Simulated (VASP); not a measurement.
Si, 1 atom in the cell. The structure is tetragonal, space group I4/mmm (No. 139). The conventional cell has a = 3.254 Å, b = 3.254 Å, c = 2.720 Å, α = 90.00°, β = 90.00°, γ = 90.00°. Within 3.5 Å of Si (site symmetry 4/mmm) lie 14 Si at 2.67 to 3.25 Å.  This cell differs from its parent crystal: strain +0.000 along x and y, +0.030 along z.

- Program: VASP 6.6.1
- Task: single point
- Functional: LDA
- Potentials or basis: VASP PAW LDA potentials, release 64 (Si)
- Cutoff: 520 eV
- k mesh: 22 × 22 × 22
- Occupations: gaussian, width 0.15 eV
- Spin: no spin polarisation
- Dipole correction: no
- Further INCAR settings: ALGO = Normal; EDIFF = 1e-06; NBANDS = 8

Potentials or basis: VASP PAW LDA potentials, release 64 (Si).

Launch:

```console
$ cat potpaw_LDA.64/Si/POTCAR > POTCAR
$ mpirun -np 1 vasp_std > vasp.out
```

Hardware: 1 thread of AMD EPYC 7R43 64-Core Processor (Zen 3), with other jobs on the host.

**Question.** Estimate the wall time of this run.

**Answer.** Run time: 51 s on 1 thread of AMD EPYC 7R43 64-Core Processor (Zen 3) (shared host), peak memory 0.15 GiB. Counts: scf iterations 9, k points 834.
